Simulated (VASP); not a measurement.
# Ba in VASP: further runs, part 2 of 2

VASP 6.6.1. Earlier steps stand in the parts before.

## 4. Single point, PBE (strain -0.025 along x and y, -0.050 along z)

Contents of INCAR:

```
SYSTEM = Ba
PREC = Accurate
ENCUT = 520
EDIFF = 1E-6
ISMEAR = 0
SIGMA = 0.15
LREAL = .False.
LASPH = .True.
NELM = 80
ALGO = Fast
ISIF = 2
LWAVE = .False.
LCHARG = .True.
GGA = PE
LELF = .True.
LVHAR = .True.
NBANDS = 11
```

Contents of KPOINTS:

```
regular mesh
0
Gamma
  14 14 14
  0 0 0
```

Contents of POSCAR:

```
Ba
1.0
   -2.4375000000      2.4375000000      2.3750000000
    2.4375000000     -2.4375000000      2.3750000000
    2.4375000000      2.4375000000     -2.3750000000
Ba
1
Direct
    0.0000000000      0.0000000000      0.0000000000
```

Potentials or basis: VASP PAW PBE potentials, release 64 (Ba_sv).

Run with:

```bash
$ cat potpaw_PBE.64/Ba_sv/POTCAR > POTCAR
$ mpirun -np 1 vasp_std > vasp.out
```

OUTCAR:

```text
SYSTEM = Ba
   PREC = Accurate
   ENCUT = 520
   EDIFF = 1E-6
   ISMEAR = 0
   LREAL = .False.
   LASPH = .True.
   NELM = 80
   ISIF = 2
   GGA = PE

 ion  position               nearest neighbor table
   1  0.000  0.000  0.000-

  LATTYP: Found a body centered tetragonal cell.
 ALAT       =     4.8750000000
 C/A-ratio  =     0.9743589744

  Lattice vectors:

 A1 = (  -2.4375000000,   2.4375000000,   2.3750000000)
 A2 = (   2.4375000000,  -2.4375000000,   2.3750000000)
 A3 = (   2.4375000000,   2.4375000000,  -2.3750000000)

Analysis of symmetry for initial positions (statically):
=====================================================================
 Subroutine PRICEL returns:
 Original cell was already a primitive cell.

 Routine SETGRP: Setting up the symmetry group for a
 body centered tetragonal supercell.

 Subroutine GETGRP returns: Found 16 space group operations
 (whereof 16 operations were pure point group operations)
 out of a pool of 16 trial point group operations.

The static configuration has the point symmetry D_4h.

Analysis of symmetry for dynamics (positions and initial velocities):
[... 158 lines left out ...]
 E-fermi :   2.0214     XC(G=0):  -7.7684

 val. band max:        2.0186382606   @ k =  -0.2857   0.5000   0.2857
 cond. band min:       2.0289762000   @ k =   0.3571   0.2857   0.0000
 fundamental gap:      0.0103379394
 Fermi energy:         2.0213712309

 k-point     1 :       0.0000    0.0000    0.0000
  band No.  band energies     occupation
      1     -26.6824      2.00000
      2     -11.5561      2.00000
      3     -11.5561      2.00000
      4     -11.5548      2.00000
      5      -0.7638      2.00000
      6       3.8661      0.00000
      7       4.0432      0.00000
      8       4.0432      0.00000
      9       5.4004      0.00000
     10       5.6641      0.00000
     11       9.2170      0.00000
[... 309 lines left out ...]
 k-point    24 :       0.2857    0.1429    0.0000
  band No.  band energies     occupation
      1     -26.6207      2.00000
      2     -12.0842      2.00000
      3     -11.7539      2.00000
      4     -11.6068      2.00000
      5       1.2248      2.00000
      6       2.7498      0.00000
      7       3.0415      0.00000
      8       5.2570      0.00000
      9       6.2488      0.00000
     10       6.8021      0.00000
     11       9.1630      0.00000

 [... further k-points ...]
[... 5 lines left out ...]
  --------------------------------------------------------------------------------------
  -------------------------------------------------------------------------------------
  Total        0.4303169      0.4303169      0.4905489      0.0000000      0.0000000      0.0000000
  in kB       12.2147946     12.2147946     13.9245146      0.0000000      0.0000000      0.0000000
  external PRESSURE =      12.7847012 kB  Pullay stress =       0.0000000 kB

 VOLUME and BASIS-vectors are now :
 -----------------------------------------------------------------------------
  energy-cutoff  :      520.00
  volume of cell :       56.44
      direct lattice vectors                 reciprocal lattice vectors
    -2.437500000  2.437500000  2.375000000     0.000000000  0.205128205  0.210526316
     2.437500000 -2.437500000  2.375000000     0.205128205  0.000000000  0.210526316
     2.437500000  2.437500000 -2.375000000     0.205128205  0.205128205  0.000000000

 POSITION                                       TOTAL-FORCE (eV/Angst)
 -----------------------------------------------------------------------------------
      0.00000      0.00000      0.00000        -0.000000      0.000000      0.000000
 -----------------------------------------------------------------------------------
    total drift:                               -0.000000      0.000000      0.000000

  FREE ENERGIE OF THE ION-ELECTRON SYSTEM (eV)
  ---------------------------------------------------
  free  energy   TOTEN  =        -1.8881476492 eV

  energy  without entropy=       -1.8748244478  energy(sigma->0) =       -1.88148605
```

OSZICAR:

```text
N       E                     dE             d eps       ncg     rms          rms(c)
DAV:   1     0.533914011679E+02    0.53391E+02   -0.43276E+03  5368   0.758E+02
DAV:   2     0.672577788019E+00   -0.52719E+02   -0.51194E+02  6468   0.138E+02
DAV:   3    -0.181973143466E+01   -0.24923E+01   -0.24723E+01  6842   0.305E+01
DAV:   4    -0.188923244443E+01   -0.69501E-01   -0.69389E-01  6934   0.478E+00
DAV:   5    -0.189128246656E+01   -0.20500E-02   -0.20497E-02  7105   0.644E-01    0.187E+00
RMM:   6    -0.188869031267E+01    0.25922E-02   -0.34220E-03  5824   0.588E-01    0.112E+00
RMM:   7    -0.188772158486E+01    0.96873E-03   -0.91807E-03  6426   0.103E+00    0.427E-02
RMM:   8    -0.188810599598E+01   -0.38441E-03   -0.19936E-03  7452   0.277E-01    0.198E-02
RMM:   9    -0.188814134683E+01   -0.35351E-04   -0.29869E-04  8105   0.796E-02    0.135E-02
RMM:  10    -0.188814975904E+01   -0.84122E-05   -0.61491E-05  7563   0.636E-02    0.165E-02
RMM:  11    -0.188814713650E+01    0.26225E-05   -0.19015E-05  7818   0.263E-02    0.403E-03
RMM:  12    -0.188814764919E+01   -0.51268E-06   -0.49614E-06  7035   0.120E-02
   1 F= -.18881476E+01 E0= -.18814860E+01  d E =-.133232E-01
```

Run time: 38 s. Hardware: 1 thread of Intel Xeon 6975P-C (Granite Rapids), shared host; peak memory 0.28 GiB.

Results:

```
Free energy            : -1.8881 eV
Pressure               : 1.3 GPa
Band gap on the k mesh : zero (band 5 reaches 2.57 eV, above the bottom of band 6 at 1.34 eV)
```

Caveat: the cell differs from its parent crystal (strain -0.025 along x and y, -0.050 along z); spin-orbit coupling is left out, which moves the levels of the heavy elements.

## 5. Single point, PBE (strain -0.025 along x and y, +0.000 along z)

Contents of INCAR:

```
SYSTEM = Ba
PREC = Accurate ; ENCUT = 520
EDIFF = 1E-6 ; ISMEAR = 0
SIGMA = 0.15 ; LREAL = .FALSE.
LASPH = .TRUE. ; NELM = 100
ALGO = Fast ; ISIF = 2
LWAVE = .FALSE. ; LCHARG = .FALSE.
GGA = PE ; NBANDS = 11
```

Contents of KPOINTS:

```
Automatic mesh
0
G
  14 14 14
  0 0 0
```

Contents of POSCAR:

```
Ba
1.0
   -2.4375000000      2.4375000000      2.5000000000
    2.4375000000     -2.4375000000      2.5000000000
    2.4375000000      2.4375000000     -2.5000000000
Ba
1
Direct
    0.0000000000      0.0000000000      0.0000000000
```

Potentials or basis: VASP PAW PBE potentials, release 64 (Ba_sv).

Run with:

```bash
$ cat potpaw_PBE.64/Ba_sv/POTCAR > POTCAR
$ mpirun -np 1 vasp_std > vasp.out
```

OUTCAR:

```text
SYSTEM = Ba
   PREC = Accurate
   ENCUT = 520
   EDIFF = 1E-6
   ISMEAR = 0
   LREAL = .FALSE.
   LASPH = .TRUE.
   NELM = 100
   ISIF = 2
   GGA = PE

 ion  position               nearest neighbor table
   1  0.000  0.000  0.000-

  LATTYP: Found a body centered tetragonal cell.
 ALAT       =     4.8750000000
 C/A-ratio  =     1.0256410256

  Lattice vectors:

 A1 = (  -2.4375000000,   2.4375000000,   2.5000000000)
 A2 = (   2.4375000000,  -2.4375000000,   2.5000000000)
 A3 = (   2.4375000000,   2.4375000000,  -2.5000000000)

Analysis of symmetry for initial positions (statically):
=====================================================================
 Subroutine PRICEL returns:
 Original cell was already a primitive cell.

 Routine SETGRP: Setting up the symmetry group for a
 body centered tetragonal supercell.

 Subroutine GETGRP returns: Found 16 space group operations
 (whereof 16 operations were pure point group operations)
 out of a pool of 16 trial point group operations.

The static configuration has the point symmetry D_4h.

Analysis of symmetry for dynamics (positions and initial velocities):
=====================================================================
 Subroutine PRICEL returns:
 Original cell was already a primitive cell.

 Routine SETGRP: Setting up the symmetry group for a
 body centered tetragonal supercell.

 Subroutine GETGRP returns: Found 16 space group operations
 (whereof 16 operations were pure point group operations)
 out of a pool of 16 trial point group operations.

The dynamic configuration has the point symmetry D_4h.

 Subroutine INISYM returns: Found 16 space group operations
 (whereof 16 operations are pure point group operations),
 and found     1 'primitive' translations

----------------------------------------------------------------------------------------
[... 110 lines left out ...]
     AMIX     =   0.40;   BMIX     =  1.00
     AMIX_MAG =   1.60;   BMIX_MAG =  1.00
  volume/ion in A,a.u.               =      59.41       400.95
  Fermi-wavevector in a.u.,A,eV,Ry     =   0.903882  1.708089 11.115997  0.817003
  Thomas-Fermi vector in A             =   2.027261
   LORBIT       =      0    0 simple, 1 ext, 2 COOP (PROOUT), +10 PAW based schemes
   GGA     = PE    functional components
   LHFCALC =     F    Hartree Fock is set to
   AEXX    =    0.0000 exact exchange contribution
   IVDW    =     0    specifies the selected vdW correction
   LEPSILON=     F    determine dielectric tensor
   LRPA    =     F    only Hartree local field effects (RPA)
 non-spin polarized calculation
 RMM-DIIS sequential band-by-band and
 Gauss-broadening in eV      SIGMA  =   0.15
  energy-cutoff  :      520.00
  volume of cell :       59.41
 maximum number of plane-waves:      1616
   NGX = 15   NGY = 15   NGZ = 15

 number of electron      10.0000000 magnetization

 number of electron       9.9999999 magnetization

 Free energy of the ion-electron system (eV)
  ---------------------------------------------------
  ext. energy  EPLUGINS =         0.00000000
  ---------------------------------------------------
  free energy    TOTEN  =        -1.90599770 eV

  energy without entropy =       -1.89249968  energy(sigma->0) =       -1.89924869

 E-fermi :   1.8403     XC(G=0):  -7.5981

 val. band max:        1.8400113635   @ k =  -0.3571   0.5000   0.2143
 cond. band min:       1.8416136850   @ k =   0.3571   0.3571  -0.0000
 fundamental gap:      0.0016023214
 Fermi energy:         1.8402736062

 k-point     1 :       0.0000    0.0000    0.0000
  band No.  band energies     occupation
      1     -26.9420      2.00000
      2     -11.8553      2.00000
      3     -11.8546      2.00000
      4     -11.8546      2.00000
      5      -0.9309      2.00000
      6       3.6920      0.00000
      7       3.6920      0.00000
      8       3.8508      0.00000
      9       5.1034      0.00000
     10       5.3379      0.00000
     11       8.8193      0.00000
[... 309 lines left out ...]
 k-point    24 :       0.2857    0.1429   -0.0000
  band No.  band energies     occupation
      1     -26.8934      2.00000
      2     -12.3012      2.00000
      3     -12.0225      2.00000
      4     -11.8884      2.00000
      5       0.9917      2.00000
      6       2.5909      0.00000
      7       2.8212      0.00000
      8       4.9575      0.00000
      9       5.6168      0.00000
     10       6.4832      0.00000
     11       8.5967      0.00000

 [... further k-points ...]
[... 5 lines left out ...]
  --------------------------------------------------------------------------------------
  -------------------------------------------------------------------------------------
  Total        0.2635146      0.2635146      0.2155299      0.0000000      0.0000000      0.0000000
  in kB        7.1060133      7.1060133      5.8120440      0.0000000      0.0000000      0.0000000
  external PRESSURE =       6.6746902 kB  Pullay stress =       0.0000000 kB

 VOLUME and BASIS-vectors are now :
 -----------------------------------------------------------------------------
  energy-cutoff  :      520.00
  volume of cell :       59.41
      direct lattice vectors                 reciprocal lattice vectors
    -2.437500000  2.437500000  2.500000000     0.000000000  0.205128205  0.200000000
     2.437500000 -2.437500000  2.500000000     0.205128205  0.000000000  0.200000000
     2.437500000  2.437500000 -2.500000000     0.205128205  0.205128205  0.000000000

 POSITION                                       TOTAL-FORCE (eV/Angst)
 -----------------------------------------------------------------------------------
      0.00000      0.00000      0.00000         0.000000      0.000000      0.000000
 -----------------------------------------------------------------------------------
    total drift:                                0.000000      0.000000     -0.000000

  FREE ENERGIE OF THE ION-ELECTRON SYSTEM (eV)
  ---------------------------------------------------
  free  energy   TOTEN  =        -1.9059977014 eV

  energy  without entropy=       -1.8924996762  energy(sigma->0) =       -1.89924869
```

OSZICAR:

```text
N       E                     dE             d eps       ncg     rms          rms(c)
DAV:   1     0.543300176051E+02    0.54330E+02   -0.42689E+03  5368   0.751E+02
DAV:   2     0.825625612065E+00   -0.53504E+02   -0.52032E+02  6378   0.137E+02
DAV:   3    -0.182316251321E+01   -0.26488E+01   -0.26315E+01  6841   0.313E+01
DAV:   4    -0.190497926511E+01   -0.81817E-01   -0.81659E-01  7038   0.507E+00
DAV:   5    -0.190732389139E+01   -0.23446E-02   -0.23444E-02  7167   0.673E-01    0.174E+00
RMM:   6    -0.190589763975E+01    0.14263E-02   -0.30656E-03  5693   0.564E-01    0.104E+00
RMM:   7    -0.190564296907E+01    0.25467E-03   -0.82884E-03  6104   0.100E+00    0.428E-02
RMM:   8    -0.190596189861E+01   -0.31893E-03   -0.15103E-03  7378   0.244E-01    0.198E-02
RMM:   9    -0.190599215874E+01   -0.30260E-04   -0.22121E-04  8029   0.641E-02    0.116E-02
RMM:  10    -0.190599707946E+01   -0.49207E-05   -0.39878E-05  7858   0.417E-02    0.537E-03
RMM:  11    -0.190599770138E+01   -0.62192E-06   -0.84464E-06  7201   0.133E-02
   1 F= -.19059977E+01 E0= -.18992487E+01  d E =-.134980E-01
```

Wall time 33 s (1 thread of Intel Xeon 6975P-C (Granite Rapids), shared host); peak memory 0.29 GiB.

What came out:

```yaml
Free_energy: -1.9060 eV
Pressure: 0.7 GPa
Band_gap_on_the_k_mesh: zero (band 5 reaches 2.34 eV, above the bottom of band 6 at 1.24 eV)
```

Caveat: the cell differs from its parent crystal (strain -0.025 along x and y, +0.000 along z); spin-orbit coupling is left out, which moves the levels of the heavy elements.

## 6. The runs side by side

| cell | gap on the mesh (eV) | pressure (GPa) |
| --- | --- | --- |
| a = 4.114 Å, angles 109.5°, 1 atom | none | 2.0 |
| a = 4.547 Å, angles 109.5°, 1 atom | none | -0.9 |
| a = 4.186 Å, angles 108.8, 108.8, 110.9°, 1 atom | none | 1.3 |
| a = 4.258 Å, angles 110.2, 110.2, 108.1°, 1 atom | none | 0.7 |

Alike in all rows: task single point; level PBE; potentials or basis VASP PAW PBE potentials, release 64 (Ba_sv); no spin polarisation; k mesh 14 × 14 × 14; cutoff (eV) 520; smearing gaussian 0.15 eV.

Caveats: spin-orbit coupling is left out, which moves the levels of the heavy elements.

Absolute energies hang on the potentials; compare differences alone.
